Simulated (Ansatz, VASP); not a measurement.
## Two plane-wave programs on Rh

```xyz
1
Lattice="0.0000 1.9301 1.9016 1.9301 0.0000 1.9016 1.9301 1.9301 0.0000" Properties=species:S:1:pos:R:3 pbc="T T T"
Rh    0.0000    0.0000    0.0000
```

Change from the starting cell: strain +0.015 along x and y, +0.000 along z, atoms carried along.

Alike in both runs: task single point; functional PBE; k mesh 22 × 22 × 22; occupations gaussian, width 0.15 eV; no spin polarisation.

```csv
,VASP,Ansatz
version,VASP 6.6.1,Ansatz 0.2.0
potentials or method,"VASP PAW PBE potentials, release 64 (Rh_pv), cutoff 520 eV","scalar-relativistic, plane waves, PAW"
valence electrons in the cell,15,17
```

```tsv
	VASP	Ansatz	Ansatz less VASP
gap on the k mesh at the Fermi level (eV)	none	none	-
pressure (GPa)	-2.1	-2.1	0.00
traceless stress, the component that is largest in VASP (GPa)	2.20	2.20	+0.006
```

A gap of «none» marks a metal or a gap that the smearing closes. The functional is the same, so the differences come from potentials, cutoffs and numerics. VASP's potentials hold 15 valence electrons a cell and Ansatz's 17, so a difference there can come from the potentials and not from the codes.
